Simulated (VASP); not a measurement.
# Ti2TeO (P-3m1) in VASP: electric field gradients with PBE

Aim: the electric field gradients of Ti2TeO with PBE.

All numbers are computed with VASP 6.6.1; they aren't measurements. Logs are shortened: lines on timing, memory, paths and dates and some standing lists are left out, and cuts for length are marked.

## Step 1: The cell of the first run

It takes space group P-3m1 (No. 164, trigonal). The conventional cell has a = 3.323 Å, b = 3.323 Å, c = 6.377 Å, α = 90.00°, β = 90.00°, γ = 120.00°. Within 2.9 Å of Ti (site symmetry 3m) lie 3 O at 2.16 Å and 3 Ti at 2.77 Å. Te (site symmetry -3m) has 6 Ti at 2.91 Å and 2 O at 3.19 Å and 6 Te at 3.32 Å within 3.8 Å. Within 2.9 Å of O (site symmetry -3m) lie 6 Ti at 2.16 Å.

## Step 2: Electric field gradients, PBE

The input, INCAR:

```
PREC = Accurate ; ENCUT = 520
EDIFF = 1E-8 ; ISMEAR = -1
SIGMA = 0.15 ; LREAL = F
LASPH = T ; NELM = 100
ALGO = Normal ; ISIF = 2
LWAVE = F ; LCHARG = F
GGA = PE ; LEFG = T
NBANDS = 26
```

The input, KPOINTS:

```
regular mesh
0
Gamma
  15 15 8
```

The input, POSCAR:

```
Ti2TeO
1.0
    3.3226274246      0.0000000000      0.0000000000
   -1.6613137123      2.8774797570      0.0000000000
    0.0000000000      0.0000000000      6.3768818428
Ti Te O
2 1 1
Direct
    0.3333333333      0.6666666667      0.3428752108
    0.6666666667      0.3333333333      0.6571247892
    0.0000000000      0.0000000000      0.0000000000
    0.0000000000      0.0000000000      0.5000000000
```

Potentials or basis: VASP PAW PBE potentials, release 64 (Ti_sv, Te, O).

Command:

```sh
$ cat potpaw_PBE.64/Ti_sv/POTCAR potpaw_PBE.64/Te/POTCAR potpaw_PBE.64/O/POTCAR > POTCAR
$ mpirun -np 1 vasp_std > vasp.out
```

OUTCAR:

```text
PREC = Accurate
   ENCUT = 520
   EDIFF = 1E-8
   ISMEAR = -1
   LREAL = F
   LASPH = T
   NELM = 100
   ISIF = 2
   GGA = PE

 ion  position               nearest neighbor table
   1  0.333  0.667  0.343-   4 2.16   4 2.16   4 2.16   2 2.77   2 2.77   2 2.77   3 2.91   3 2.91
                             3 2.91
   2  0.667  0.333  0.657-   4 2.16   4 2.16   4 2.16   1 2.77   1 2.77   1 2.77   3 2.91   3 2.91
                             3 2.91
   3  0.000  0.000  0.000-   1 2.91   2 2.91   1 2.91   2 2.91   2 2.91   1 2.91
   4  0.000  0.000  0.500-   1 2.16   2 2.16   1 2.16   2 2.16   2 2.16   1 2.16

  LATTYP: Found a hexagonal cell.
 ALAT       =     3.3226274246
 C/A-ratio  =     1.9192286790

  Lattice vectors:

 A1 = (   3.3226274246,   0.0000000000,   0.0000000000)
 A2 = (  -1.6613137123,   2.8774797570,   0.0000000000)
 A3 = (   0.0000000000,   0.0000000000,   6.3768818428)

Analysis of symmetry for initial positions (statically):
=====================================================================
 Subroutine PRICEL returns:
 Original cell was already a primitive cell.

 Routine SETGRP: Setting up the symmetry group for a
 hexagonal supercell.

 Subroutine GETGRP returns: Found 12 space group operations
 (whereof 12 operations were pure point group operations)
 out of a pool of 24 trial point group operations.

The static configuration has the point symmetry D_3d.

Analysis of symmetry for dynamics (positions and initial velocities):
=====================================================================
 Subroutine PRICEL returns:
 Original cell was already a primitive cell.

 Routine SETGRP: Setting up the symmetry group for a
 hexagonal supercell.

 Subroutine GETGRP returns: Found 12 space group operations
 (whereof 12 operations were pure point group operations)
 out of a pool of 24 trial point group operations.

The dynamic configuration has the point symmetry D_3d.

 Subroutine INISYM returns: Found 12 space group operations
 (whereof 12 operations are pure point group operations),
 and found     1 'primitive' translations

----------------------------------------------------------------------------------------

                                     Primitive cell

  volume of cell :      60.9680

  direct lattice vectors                    reciprocal lattice vectors
     3.322627425  0.000000000  0.000000000     0.300966636  0.173763169  0.000000000
    -1.661313712  2.877479757  0.000000000     0.000000000  0.347526337  0.000000000
     0.000000000  0.000000000  6.376881843     0.000000000  0.000000000  0.156816454

  length of vectors
     3.322627425  3.322627425  6.376881843     0.347526337  0.347526337  0.156816454

  position of ions in fractional coordinates (direct lattice)
     0.333333333  0.666666667  0.342875211
     0.666666667  0.333333333  0.657124789
     0.000000000  0.000000000  0.000000000
     0.000000000  0.000000000  0.500000000

  ion indices of the primitive-cell ions
   primitive index   ion index
                 1           1
                 2           2
                 3           3
                 4           4

----------------------------------------------------------------------------------------

 KPOINTS: regular mesh

Automatic generation of k-mesh.
 Grid dimensions read from file:
 generate k-points for:   15   15    8

 Generating k-lattice:

  Cartesian coordinates                     Fractional coordinates (reciprocal lattice)
     0.020064442  0.011584211  0.000000000     0.066666667  0.000000000  0.000000000
     0.000000000  0.023168422  0.000000000     0.000000000  0.066666667  0.000000000
     0.000000000  0.000000000  0.019602057     0.000000000  0.000000000  0.125000000

  Length of vectors
     0.023168422  0.023168422  0.019602057

  Shift w.r.t. Gamma in fractional coordinates (k-lattice)
     0.000000000  0.000000000  0.000000000

 Subroutine IBZKPT returns following result:
 ===========================================

 Found    192 irreducible k-points:

 Following reciprocal coordinates:
            Coordinates               Weight
  0.000000  0.000000  0.000000      1.000000
  0.066667  0.000000  0.000000      6.000000
  0.133333  0.000000  0.000000      6.000000
  0.200000  0.000000  0.000000      6.000000
  0.266667  0.000000  0.000000      6.000000
  0.333333  0.000000  0.000000      6.000000
[... 16 lines left out ...]
  0.333333  0.200000  0.000000     12.000000
  0.400000  0.200000  0.000000      6.000000
 [... further k-points ...]
   k-points           NKPTS =    192   k-points in BZ     NKDIM =    192   number of bands    NBANDS=     26
   number of dos      NEDOS =    301   number of ions     NIONS =      4
   total plane-waves  NPLWV =  37632
   dimension x,y,z NGX =    28 NGY =   28 NGZ =   48
   dimension x,y,z NGXF=    56 NGYF=   56 NGZF=   96
   ions per type =               2   1   1
   NGX,Y,Z   is equivalent  to a cutoff of  14.01, 14.01, 12.51 a.u.
   NGXF,Y,Z  is equivalent  to a cutoff of  28.02, 28.02, 25.03 a.u.
 SYSTEM =  unknown system
   PREC   = accura    normal or accurate (medium, high low for compatibility)
   ISTART =      0    job   : 0-new  1-cont  2-samecut
   ICHARG =      2    charge: 1-file 2-atom 10-const
   ISPIN  =      1    spin polarized calculation?
   LNONCOLLINEAR =      F non collinear calculations
   LSORBIT =      F    spin-orbit coupling
   LASPH  =      T    aspherical Exc in radial PAW
   ENCUT  =  520.0 eV  38.22 Ry    6.18 a.u.   6.18  6.18 11.86*2*pi/ulx,y,z
   NELM   =    100;   NELMIN=  2; NELMDL= -5     # of ELM steps
   EDIFF  = 0.1E-07   stopping-criterion for ELM
   LREAL  =      F    real-space projection
   EDIFFG = 0.1E-06   stopping-criterion for IOM
   NSW    =      0    number of steps for IOM
   IBRION =     -1    ionic relax: 0-MD 1-quasi-New 2-CG
   NFREE  =      0    steps in history (QN), initial steepest desc. (CG)
   ISIF   =      2    stress and relaxation
   ISYM   =      2    0-nonsym 1-usesym 2-fastsym
   POTIM  = 0.5000    time-step for ionic-motion
   TEBEG  =    0.0;   TEEND  =   0.0 temperature during run
   PSTRESS=    0.0 pullay stress
   NELECT =      36.0000    total number of electrons
   NUPDOWN=      -1.0000    fix difference up-down
   EMIN   =  10.00;   EMAX   =-10.00  energy-range for DOS
   EFERMI =   0.00;   METHOD = LEGACY
   ISMEAR =    -1;   SIGMA  =   0.15  broadening in eV -4-tet -1-fermi 0-gaus
   EFERMI_NEDOS =   21; number of points for ismear=-14 and -15
   IALGO  =     38    algorithm
   IMIX   =      4    mixing-type and parameters
     AMIX     =   0.40;   BMIX     =  1.00
     AMIX_MAG =   1.60;   BMIX_MAG =  1.00
  volume/ion in A,a.u.               =      15.24       102.86
  Fermi-wavevector in a.u.,A,eV,Ry     =   1.373435  2.595417 25.665007  1.886325
  Thomas-Fermi vector in A             =   2.498953
   LORBIT       =      0    0 simple, 1 ext, 2 COOP (PROOUT), +10 PAW based schemes
   GGA     = PE    functional components
   LHFCALC =     F    Hartree Fock is set to
   AEXX    =    0.0000 exact exchange contribution
   IVDW    =     0    specifies the selected vdW correction
   LEPSILON=     F    determine dielectric tensor
   LRPA    =     F    only Hartree local field effects (RPA)
 non-spin polarized calculation
  energy-cutoff  :      520.00
  volume of cell :       60.97
 maximum number of plane-waves:      1662
 NGX is ok and might be reduce to    28
   NGX = 13   NGY = 13   NGZ = 23

 number of electron      35.9999989 magnetization

 Free energy of the ion-electron system (eV)
  ---------------------------------------------------
  ext. energy  EPLUGINS =         0.00000000
  ---------------------------------------------------
  free energy    TOTEN  =       -28.96476620 eV

  energy without entropy =      -28.75246864  energy(sigma->0) =      -28.85861742

 E-fermi :  10.4536     XC(G=0): -11.6413

 val. band max:       10.4535476821   @ k =   0.1333   0.0000   0.5000
 cond. band min:      10.4553710356   @ k =   0.2000   0.1333   0.0000
 fundamental gap:      0.0018233535
 Fermi energy:        10.4535826152

 k-point     1 :       0.0000    0.0000    0.0000
  band No.  band energies     occupation
      1     -47.1068      2.00000
      2     -46.9933      2.00000
      3     -23.6238      2.00000
      4     -23.3301      2.00000
      5     -23.3301      2.00000
      6     -23.2147      2.00000
[... 685 lines left out ...]
     25      12.8171      0.00000
     26      13.9968      0.00000

 [... further k-points ...]
[... 5 lines left out ...]
  --------------------------------------------------------------------------------------
  -------------------------------------------------------------------------------------
  Total        0.0786118      0.0786118      0.0660299      0.0000000      0.0000000     -0.0000000
  in kB        2.0658368      2.0658368      1.7351972      0.0000000      0.0000000     -0.0000000
  external PRESSURE =       1.9556236 kB  Pullay stress =       0.0000000 kB

 VOLUME and BASIS-vectors are now :
 -----------------------------------------------------------------------------
  energy-cutoff  :      520.00
  volume of cell :       60.97
      direct lattice vectors                 reciprocal lattice vectors
     3.322627425  0.000000000  0.000000000     0.300966636  0.173763169  0.000000000
    -1.661313712  2.877479757  0.000000000     0.000000000  0.347526337  0.000000000
     0.000000000  0.000000000  6.376881843     0.000000000  0.000000000  0.156816454

 POSITION                                       TOTAL-FORCE (eV/Angst)
 -----------------------------------------------------------------------------------
     -0.00000      1.91832      2.18647        -0.000000      0.000000     -0.033966
      1.66131      0.95916      4.19041         0.000000     -0.000000      0.033966
      0.00000      0.00000      0.00000         0.000000      0.000000      0.000000
      0.00000      0.00000      3.18844         0.000000      0.000000      0.000000
 -----------------------------------------------------------------------------------
    total drift:                                0.000000     -0.000000     -0.000000

  FREE ENERGIE OF THE ION-ELECTRON SYSTEM (eV)
  ---------------------------------------------------
  free  energy   TOTEN  =       -28.9647662032 eV

  energy  without entropy=      -28.7524686391  energy(sigma->0) =      -28.85861742

 Electric field gradients (V/A^2)
---------------------------------------------------------------------
 ion       V_xx      V_yy      V_zz      V_xy      V_xz      V_yz
---------------------------------------------------------------------
   1      -3.172    -3.172     6.344    -0.000    -0.000     0.000
   2      -3.172    -3.172     6.344    -0.000    -0.000     0.000
   3      -0.442    -0.442     0.884     0.000    -0.000     0.000
   4      18.020    18.019   -36.039    -0.001     0.000    -0.000
---------------------------------------------------------------------

 Electric field gradients after diagonalization (V/A^2)
 (convention: |V_zz| > |V_xx| > |V_yy|)
----------------------------------------------------------------------
 ion       V_xx      V_yy      V_zz     asymmetry (V_yy - V_xx)/ V_zz
----------------------------------------------------------------------
   1      -3.172    -3.172     6.344       0.000
   2      -3.172    -3.172     6.344       0.000
   3      -0.442    -0.442     0.884       0.000
   4      18.021    18.019   -36.039       0.000
----------------------------------------------------------------------

           NMR quadrupolar parameters

 Cq : quadrupolar parameter    Cq=e*Q*V_zz/h
 eta: asymmetry parameters     (V_yy - V_xx)/ V_zz
 Q  : nuclear electric quadrupole moment in mb (millibarn)
----------------------------------------------------------------------
 ion       Cq(MHz)       eta       Q (mb)
----------------------------------------------------------------------
   1       0.015       0.000       1.000
   2       0.015       0.000       1.000
   3       0.002       0.000       1.000
   4      -0.087       0.000       1.000
----------------------------------------------------------------------
```

It took 8.7 min on 1 thread of AMD EPYC 7R43 (Zen 3), shared host; peak memory 0.38 GiB.

What came out:

```yaml
Free_energy: -28.9648 eV
Pressure: 0.2 GPa
Largest_force: 0.034 eV/Å
Band_gap_on_the_k_mesh: zero (band 18 reaches 11.07 eV, above the bottom of band 19 at 10.14 eV)
```

Forces in eV/Å, atoms in the order of the input:
```
Ti   0.000  0.000 -0.034
Ti   0.000  0.000  0.034
Te   0.000  0.000  0.000
O    0.000  0.000  0.000
```

Levels at points of the mesh, in eV from the Fermi level:
```csv
k point,band 14,band 15,band 16,band 17,band 18,band 19,band 20,band 21,band 22,band 23
"(0.00, 0.00, 0.00)",-4.35,-0.79,-0.79,-0.38,0.30,0.46,0.46,0.83,0.88,0.88
"(0.00, 0.00, 0.50)",-5.92,-1.14,-1.14,0.32,0.61,0.94,0.94,1.49,1.49,1.90
```

Electric field gradients, principal values (V/Å²):
```
atom   least  middle  greatest (by size)
1 Ti  -3.172  -3.172               6.344
2 Ti  -3.172  -3.172               6.344
3 Te  -0.442  -0.442               0.884
 4 O  18.019  18.021             -36.039
```

Caveat: without QUAD_EFG the Cq values of the log hold for a quadrupole moment of 1 mb, not for the nuclei; spin-orbit coupling is left out, which moves the levels of the heavy elements; semilocal functionals often make such compounds metallic where correlation or magnetic order opens a gap, which also shifts bond lengths.
